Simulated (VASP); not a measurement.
BN: single point with r2SCAN

Crystal: BN.

```xyz
2
Lattice="1.2511 0.7151 3.3729 -1.2511 0.7151 3.3729 0.0000 -1.4302 3.3729" Properties=species:S:1:pos:R:3 pbc="T T T"
B     0.0000    0.0000   10.1155
N     0.0000    0.0000    3.3672
```

This cell differs from its parent crystal: strain -0.0100 x Voigt [0, 1, 0, 0, 0, 0].

- Program: VASP 6.6.1
- Task: single point
- Functional: r2SCAN
- Potentials or basis: VASP PAW PBE potentials, release 64 (B, N)
- Cutoff: 520 eV
- k mesh: 12 × 12 × 12
- Occupations: gaussian, width 0.05 eV
- Spin: no spin polarisation

```json
{
  "Pressure": "3.8 GPa",
  "Largest force": "0.135 eV/Å",
  "Band gap on the k mesh": "4.84 eV (least direct gap 5.43 eV)"
}
```

Forces in eV/Å, atoms in the order of the input:
```
B    0.000 -0.135 -0.009
N    0.000  0.135  0.009
```

Stress tensor (GPa, compression positive):
```
 1.73  0.00  0.00
 0.00  9.62 -0.03
 0.00 -0.03  0.13
```

Levels at points of the mesh, in eV from the valence-band top:
```
           k point  band 2  band 3  band 4  band 5  band 6  band 7
(0.00, 0.00, 0.00)   -4.38   -1.33   -1.28    5.52   12.44   12.65
(0.50, 0.00, 0.00)   -9.37   -4.20   -0.65    5.97   10.86   13.81
(0.50, 0.50, 0.00)   -9.21   -4.41   -1.14    4.89   10.57   15.17
(0.00, 0.00, 0.50)   -9.33   -4.35   -0.56    6.00   10.60   13.87
(0.50, 0.00, 0.50)   -9.25   -4.26   -1.24    4.84   10.89   15.16
(0.50, 0.50, 0.50)   -6.38   -1.34   -1.30   10.89   12.37   12.54
```

Run time: 4.5 min on 1 thread of Intel(R) Xeon(R) 6975P-C (Granite Rapids) (shared host), peak memory 0.22 GiB.

Caveat: the cell differs from its parent crystal (strain -0.0100 x Voigt [0, 1, 0, 0, 0, 0]); the stress differs along the axes, from 0 to 10 GPa; the PAW data sets were made with another functional, which shifts forces and pressure a little. A k mesh can miss the band edges.
